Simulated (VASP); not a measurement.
# ZrMnN2 (P4/mmm) in VASP: single point with PBE

Aim: the single point of ZrMnN2 with PBE.

Everything below comes from runs of VASP 6.6.1. Logs are shortened: lines on timing, memory, paths and dates and some standing lists are left out, and cuts for length are marked.

## 1. The cell of the first run

Symmetry: P4/mmm, No. 123, tetragonal system. Conventional cell: a = 3.822 Å, b = 3.822 Å, c = 2.753 Å, α = 90.00°, β = 90.00°, γ = 90.00°. Within 3.1 Å of Zr (site symmetry 4/mmm) lie 8 N at 2.36 Å and 4 Mn at 2.70 Å and 2 Zr at 2.75 Å. Mn (site symmetry 4/mmm) has 8 N at 2.36 Å and 4 Zr at 2.70 Å and 2 Mn at 2.75 Å within 3.1 Å. N (site symmetry mmm) has 4 Zr at 2.36 Å and 4 Mn at 2.36 Å and 6 N at 2.70 to 2.75 Å within 3.1 Å.

The cell was generated, and may not be a known phase.

## 2. Single point, PBE, collinear spin

Contents of INCAR:

```
  ALGO = Normal
  EDIFF = 1E-7
  ENCUT = 520
  GGA = PE
  ISIF = 2
  ISMEAR = 0
  ISPIN = 2
  LASPH = T
  LCHARG = F
  LMAXMIX = 4
  LORBIT = 11
  LREAL = F
  LWAVE = F
  MAGMOM = 0 2.77 -0.15 -0.15
  NBANDS = 30
  NELM = 150
  PREC = Accurate
  SIGMA = 0.1
```

Contents of KPOINTS:

```
k-points
0
Gamma
  12 12 16
```

Contents of POSCAR:

```
ZrMnN2
1.0
    3.8218083153      0.0000000000      0.0000000000
    0.0000000000      3.8218083153      0.0000000000
    0.0000000000      0.0000000000      2.7533940502
Zr Mn N
1 1 2
Direct
    0.5000000000      0.5000000000      0.5000000000
    0.0000000000      0.0000000000      0.5000000000
    0.0000000000      0.5000000000      0.0000000000
    0.5000000000      0.0000000000      0.0000000000
```

Potentials or basis: VASP PAW PBE potentials, release 64 (Zr_sv, Mn_pv, N).

Started as:

```bash
$ cat potpaw_PBE.64/Zr_sv/POTCAR potpaw_PBE.64/Mn_pv/POTCAR potpaw_PBE.64/N/POTCAR > POTCAR
$ mpirun -np 1 vasp_std > vasp.out
```

OUTCAR:

```text
EDIFF = 1E-7
   ENCUT = 520
   GGA = PE
   ISIF = 2
   ISMEAR = 0
   ISPIN = 2
   LASPH = T
   LORBIT = 11
   LREAL = F
   NELM = 150
   PREC = Accurate

 ion  position               nearest neighbor table
   1  0.500  0.500  0.500-   3 2.36   4 2.36   3 2.36   4 2.36   4 2.36   4 2.36   3 2.36   3 2.36
                             2 2.70   2 2.70   2 2.70   2 2.70
   2  0.000  0.000  0.500-   3 2.36   4 2.36   3 2.36   4 2.36   3 2.36   3 2.36   4 2.36   4 2.36
                             1 2.70   1 2.70   1 2.70   1 2.70
   3  0.000  0.500  0.000-   1 2.36   2 2.36   1 2.36   2 2.36   2 2.36   2 2.36   1 2.36   1 2.36

   4  0.500  0.000  0.000-   1 2.36   2 2.36   1 2.36   2 2.36   1 2.36   1 2.36   2 2.36   2 2.36

  LATTYP: Found a simple tetragonal cell.
 ALAT       =     3.8218083153
 C/A-ratio  =     0.7204427389

  Lattice vectors:

 A1 = (   3.8218083153,   0.0000000000,   0.0000000000)
 A2 = (   0.0000000000,   3.8218083153,   0.0000000000)
 A3 = (   0.0000000000,   0.0000000000,   2.7533940502)

Analysis of symmetry for initial positions (statically):
=====================================================================
 Subroutine PRICEL returns:
 Original cell was already a primitive cell.

 Routine SETGRP: Setting up the symmetry group for a
 simple tetragonal supercell.

 Subroutine GETGRP returns: Found 16 space group operations
 (whereof 16 operations were pure point group operations)
 out of a pool of 16 trial point group operations.

The static configuration has the point symmetry D_4h.

Analysis of symmetry for dynamics (positions and initial velocities):
=====================================================================
 Subroutine PRICEL returns:
 Original cell was already a primitive cell.

 Routine SETGRP: Setting up the symmetry group for a
 simple tetragonal supercell.

 Subroutine GETGRP returns: Found 16 space group operations
 (whereof 16 operations were pure point group operations)
 out of a pool of 16 trial point group operations.

The dynamic configuration has the point symmetry D_4h.

Analysis of structural, dynamic, and magnetic symmetry:
=====================================================================
 Subroutine PRICEL returns:
 Original cell was already a primitive cell.

 Routine SETGRP: Setting up the symmetry group for a
 simple tetragonal supercell.

 Subroutine GETGRP returns: Found 16 space group operations
 (whereof 16 operations were pure point group operations)
 out of a pool of 16 trial point group operations.

The overall configuration has the point symmetry D_4h.

 Subroutine INISYM returns: Found 16 space group operations
 (whereof 16 operations are pure point group operations),
 and found     1 'primitive' translations

----------------------------------------------------------------------------------------

                                     Primitive cell

  volume of cell :      40.2167

  direct lattice vectors                    reciprocal lattice vectors
     3.821808315  0.000000000  0.000000000     0.261656242  0.000000000  0.000000000
     0.000000000  3.821808315  0.000000000     0.000000000  0.261656242  0.000000000
     0.000000000  0.000000000  2.753394050     0.000000000  0.000000000  0.363188117

  length of vectors
     3.821808315  3.821808315  2.753394050     0.261656242  0.261656242  0.363188117

  position of ions in fractional coordinates (direct lattice)
     0.500000000  0.500000000  0.500000000
     0.000000000  0.000000000  0.500000000
     0.000000000  0.500000000  0.000000000
     0.500000000  0.000000000  0.000000000

  ion indices of the primitive-cell ions
   primitive index   ion index
                 1           1
                 2           2
                 3           3
                 4           4

----------------------------------------------------------------------------------------

 KPOINTS: k-points

Automatic generation of k-mesh.
 Grid dimensions read from file:
 generate k-points for:   12   12   16

 Generating k-lattice:

  Cartesian coordinates                     Fractional coordinates (reciprocal lattice)
     0.021804687  0.000000000  0.000000000     0.083333333  0.000000000  0.000000000
     0.000000000  0.021804687  0.000000000     0.000000000  0.083333333  0.000000000
     0.000000000  0.000000000  0.022699257     0.000000000  0.000000000  0.062500000

  Length of vectors
     0.021804687  0.021804687  0.022699257

  Shift w.r.t. Gamma in fractional coordinates (k-lattice)
     0.000000000  0.000000000  0.000000000

 Subroutine IBZKPT returns following result:
 ===========================================

 Found    252 irreducible k-points:

 Following reciprocal coordinates:
            Coordinates               Weight
  0.000000  0.000000  0.000000      1.000000
  0.083333  0.000000  0.000000      4.000000
  0.166667  0.000000  0.000000      4.000000
  0.250000  0.000000  0.000000      4.000000
  0.333333  0.000000  0.000000      4.000000
  0.416667  0.000000  0.000000      4.000000
[... 16 lines left out ...]
  0.333333  0.333333  0.000000      4.000000
  0.416667  0.333333  0.000000      8.000000
 [... further k-points ...]
   k-points           NKPTS =    252   k-points in BZ     NKDIM =    252   number of bands    NBANDS=     30
   number of dos      NEDOS =    301   number of ions     NIONS =      4
   total plane-waves  NPLWV =  15680
   dimension x,y,z NGX =    28 NGY =   28 NGZ =   20
   dimension x,y,z NGXF=    56 NGYF=   56 NGZF=   40
   ions per type =               1   1   2
   NGX,Y,Z   is equivalent  to a cutoff of  12.18, 12.18, 12.08 a.u.
   NGXF,Y,Z  is equivalent  to a cutoff of  24.36, 24.36, 24.15 a.u.
 SYSTEM =  unknown system
   PREC   = accura    normal or accurate (medium, high low for compatibility)
   ISTART =      0    job   : 0-new  1-cont  2-samecut
   ICHARG =      2    charge: 1-file 2-atom 10-const
   ISPIN  =      2    spin polarized calculation?
   LNONCOLLINEAR =      F non collinear calculations
   LSORBIT =      F    spin-orbit coupling
   LASPH  =      T    aspherical Exc in radial PAW
   ENCUT  =  520.0 eV  38.22 Ry    6.18 a.u.   7.11  7.11  5.12*2*pi/ulx,y,z
   NELM   =    150;   NELMIN=  2; NELMDL= -5     # of ELM steps
   EDIFF  = 0.1E-06   stopping-criterion for ELM
   LREAL  =      F    real-space projection
   EDIFFG = 0.1E-05   stopping-criterion for IOM
   NSW    =      0    number of steps for IOM
   IBRION =     -1    ionic relax: 0-MD 1-quasi-New 2-CG
   NFREE  =      0    steps in history (QN), initial steepest desc. (CG)
   ISIF   =      2    stress and relaxation
   ISYM   =      2    0-nonsym 1-usesym 2-fastsym
   POTIM  = 0.5000    time-step for ionic-motion
   TEBEG  =    0.0;   TEEND  =   0.0 temperature during run
   PSTRESS=    0.0 pullay stress
   NELECT =      35.0000    total number of electrons
   NUPDOWN=      -1.0000    fix difference up-down
   EMIN   =  10.00;   EMAX   =-10.00  energy-range for DOS
   EFERMI =   0.00;   METHOD = LEGACY
   ISMEAR =     0;   SIGMA  =   0.10  broadening in eV -4-tet -1-fermi 0-gaus
   EFERMI_NEDOS =   21; number of points for ismear=-14 and -15
   IALGO  =     38    algorithm
   IMIX   =      4    mixing-type and parameters
     AMIX     =   0.40;   BMIX     =  1.00
     AMIX_MAG =   1.60;   BMIX_MAG =  1.00
  volume/ion in A,a.u.               =      10.05        67.85
  Fermi-wavevector in a.u.,A,eV,Ry     =   1.563011  2.953663 33.239092  2.443004
  Thomas-Fermi vector in A             =   2.665845
   LORBIT       =     11    0 simple, 1 ext, 2 COOP (PROOUT), +10 PAW based schemes
   GGA     = PE    functional components
   LHFCALC =     F    Hartree Fock is set to
   AEXX    =    0.0000 exact exchange contribution
   IVDW    =     0    specifies the selected vdW correction
   LEPSILON=     F    determine dielectric tensor
   LRPA    =     F    only Hartree local field effects (RPA)
 spin polarized calculation
 Gauss-broadening in eV      SIGMA  =   0.10
  energy-cutoff  :      520.00
  volume of cell :       40.22
 maximum number of plane-waves:      1106
   NGX = 15   NGY = 15   NGZ = 11

 number of electron      34.9999997 magnetization       2.3399896

 Free energy of the ion-electron system (eV)
  ---------------------------------------------------
  ext. energy  EPLUGINS =         0.00000000
  ---------------------------------------------------
  free energy    TOTEN  =       -35.32555346 eV

  energy without entropy =      -35.31543945  energy(sigma->0) =      -35.32049646

 E-fermi :  10.4939     XC(G=0): -13.1663

 val. band max:       10.4929013368   @ k =   0.5000   0.0833   0.4375
 cond. band min:      10.4950997946   @ k =   0.4167   0.0833   0.5000
 fundamental gap:      0.0021984578
 Fermi energy:        10.4939105842

 spin component 1

 k-point     1 :       0.0000    0.0000    0.0000
  band No.  band energies     occupation
      1     -38.8163      1.00000
      2     -38.8163      1.00000
      3     -38.8060      1.00000
      4     -37.9384      1.00000
      5     -16.0503      1.00000
      6     -16.0503      1.00000
[... 757 lines left out ...]
     28      22.5324      0.00000
     29      23.7068      0.00000

 [... further k-points ...]

 spin component 2

 k-point     1 :       0.0000    0.0000    0.0000
  band No.  band energies     occupation
      1     -37.9881      1.00000
      2     -36.0466      1.00000
      3     -36.0466      1.00000
      4     -35.8310      1.00000
      5     -16.1155      1.00000
      6     -16.1155      1.00000
[... 757 lines left out ...]
     28      22.8819      0.00000
     29      23.7741      0.00000

 [... further k-points ...]

 [bands above 29 left out]

------------------------ aborting loop because EDIFF is reached ----------------------------------------

  FORCE on cell =-STRESS in cart. coord.  units (eV):
  Direction    XX          YY          ZZ          XY          YZ          ZX
  --------------------------------------------------------------------------------------
  -------------------------------------------------------------------------------------
  Total        0.0834499      0.0834499      0.1382856      0.0000000     -0.0000000      0.0000000
  in kB        3.3245281      3.3245281      5.5091071      0.0000000     -0.0000000      0.0000000
  external PRESSURE =       4.0527211 kB  Pullay stress =       0.0000000 kB

 VOLUME and BASIS-vectors are now :
 -----------------------------------------------------------------------------
  energy-cutoff  :      520.00
  volume of cell :       40.22
      direct lattice vectors                 reciprocal lattice vectors
     3.821808315  0.000000000  0.000000000     0.261656242  0.000000000  0.000000000
     0.000000000  3.821808315  0.000000000     0.000000000  0.261656242  0.000000000
     0.000000000  0.000000000  2.753394050     0.000000000  0.000000000  0.363188117

 POSITION                                       TOTAL-FORCE (eV/Angst)
 -----------------------------------------------------------------------------------
      1.91090      1.91090      1.37670         0.000000      0.000000      0.000000
      0.00000      0.00000      1.37670         0.000000      0.000000      0.000000
      0.00000      1.91090      0.00000         0.000000      0.000000      0.000000
      1.91090      0.00000      0.00000         0.000000      0.000000      0.000000
 -----------------------------------------------------------------------------------
    total drift:                               -0.000000      0.000000      0.000000

  FREE ENERGIE OF THE ION-ELECTRON SYSTEM (eV)
  ---------------------------------------------------
  free  energy   TOTEN  =       -35.3255534648 eV

  energy  without entropy=      -35.3154394463  energy(sigma->0) =      -35.32049646

 total charge

# of ion       s       p       d       tot
------------------------------------------
    1        2.178   6.033   1.744   9.955
    2        0.266   6.231   5.108  11.606
    3        1.267   2.368   0.000   3.635
    4        1.267   2.368   0.000   3.635
--------------------------------------------------
tot          4.979  17.000   6.852  28.831

 magnetization (x)

# of ion       s       p       d       tot
------------------------------------------
    1       -0.002   0.005  -0.087  -0.084
    2        0.026   0.026   2.604   2.657
    3        0.008  -0.132   0.000  -0.123
    4        0.008  -0.132   0.000  -0.123
--------------------------------------------------
tot          0.041  -0.233   2.517   2.325
```

Wall time 3.8 min (1 thread of Intel Xeon 6975P-C (Granite Rapids), shared host); peak memory 0.51 GiB.

What came out:

| Item | Value |
| --- | --- |
| Free energy | -35.3256 eV |
| Pressure | 0.4 GPa |
| Net moment | 2.34 μB per cell |
| Site moments | Zr -0.08; Mn +2.66; N -0.12 μB |
| Valence electrons inside the program's atomic spheres | Zr 9.96; Mn 11.61; N 3.63 |

Stress tensor (GPa, compression positive):
```
0.33 0.00 0.00
0.00 0.33 0.00
0.00 0.00 0.55
```

Levels at points of the mesh, in eV from the Fermi level:
Spin up:
| k point | band 16 | band 17 | band 18 | band 19 | band 20 | band 21 | band 22 | band 23 |
| --- | --- | --- | --- | --- | --- | --- | --- | --- |
| (0.00, 0.00, 0.00) | -1.46 | -1.16 | -0.74 | -0.50 | -0.50 | 0.06 | 3.96 | 4.69 |
| (0.50, 0.00, 0.00) | -1.63 | -1.39 | -0.56 | -0.38 | -0.17 | 1.28 | 3.93 | 4.61 |
| (0.50, 0.50, 0.00) | -2.29 | -2.22 | 0.59 | 0.59 | 2.25 | 2.27 | 5.29 | 7.53 |
| (0.00, 0.00, 0.50) | -2.61 | -0.09 | 0.30 | 2.11 | 2.11 | 4.72 | 6.99 | 7.38 |
| (0.50, 0.00, 0.50) | -1.66 | -1.45 | -0.84 | 0.17 | 1.37 | 1.94 | 3.65 | 3.83 |
| (0.50, 0.50, 0.50) | -1.73 | -1.42 | -1.42 | -0.12 | 0.72 | 1.40 | 3.47 | 3.47 |
Spin down:
```
           k point  band 12  band 13  band 14  band 15  band 16  band 17  band 18  band 19  band 20  band 21
(0.00, 0.00, 0.00)    -2.15    -1.94    -0.91    -0.71    -0.67    -0.67    -0.15     1.24     1.24     1.33
(0.50, 0.00, 0.00)    -4.25    -2.60    -1.78    -1.46    -0.25    -0.25     0.92     1.42     1.84     2.91
(0.50, 0.50, 0.00)    -2.42    -2.42    -2.35    -1.89    -1.21    -0.85     2.66     2.66     3.10     3.40
(0.00, 0.00, 0.50)    -6.34    -6.26    -2.11    -2.11    -1.19     2.21     2.70     3.63     3.63     5.34
(0.50, 0.00, 0.50)    -4.86    -4.04    -2.64    -1.86     0.34     0.92     1.38     1.49     2.46     3.63
(0.50, 0.50, 0.50)    -3.97    -3.18    -1.46    -0.73    -0.19     0.23     0.94     1.23     1.23     3.19
```

Caveat: a cell with one magnetic atom can't hold antiferromagnetic order, which such compounds often take. With open d or f shells a metallic result of PBE can be an artefact of self-interaction; +U or a hybrid may open a gap.
